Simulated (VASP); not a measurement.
# TlSn: electric field gradients with LDA

The system is TlSn.

```
Tl Sn
1.0
     3.60264    0.00000    0.00000
     0.00000    3.60264    0.00000
     0.00000    0.00000    4.36037
Tl Sn
1 1
Direct
  0.00000 0.00000 0.00000
  0.50000 0.50000 0.50000
```

This cell differs from its parent crystal: volume scaled by 0.99.

```
Program                : VASP 6.6.1
Task                   : electric field gradients
Functional             : LDA
Potentials or basis    : VASP PAW LDA potentials, release 64 (Tl_d, Sn_d)
Cutoff                 : 520 eV
k mesh                 : 9 × 9 × 8
Occupations            : fermi-dirac, width 0.08 eV
Spin                   : no spin polarisation
Dipole correction      : no
Further INCAR settings : ALGO = Normal; EDIFF = 1e-08; NBANDS = 20
```

```
Pressure : -2.9 GPa
```

Stress tensor (GPa, compression positive):
```
-3.15  0.00  0.00
 0.00 -3.15  0.00
 0.00  0.00 -2.46
```

Levels at points of the mesh, in eV from the Fermi level:
```tsv
k point	band 11	band 12	band 13	band 14	band 15	band 16
(0.00, 0.00, 0.00)	-10.48	-2.93	-1.59	1.62	1.62	5.32
(0.00, 0.00, 0.50)	-8.60	-8.07	3.47	3.47	3.65	4.46
```

Electric field gradients, principal values (V/Å²):
| atom | least | middle | greatest (by size) |
| --- | --- | --- | --- |
| 1 Tl | 31.560 | 31.560 | -63.119 |
| 2 Sn | 4.894 | 4.894 | -9.787 |

Run time: 44 s on 1 thread of Intel(R) Xeon(R) Platinum 8488C (Sapphire Rapids), on a shared host, peak memory 0.21 GiB.

Caveat: without QUAD_EFG the Cq values of the log hold for a quadrupole moment of 1 mb, not for the nuclei; spin-orbit coupling is left out, which moves the levels of the heavy elements.
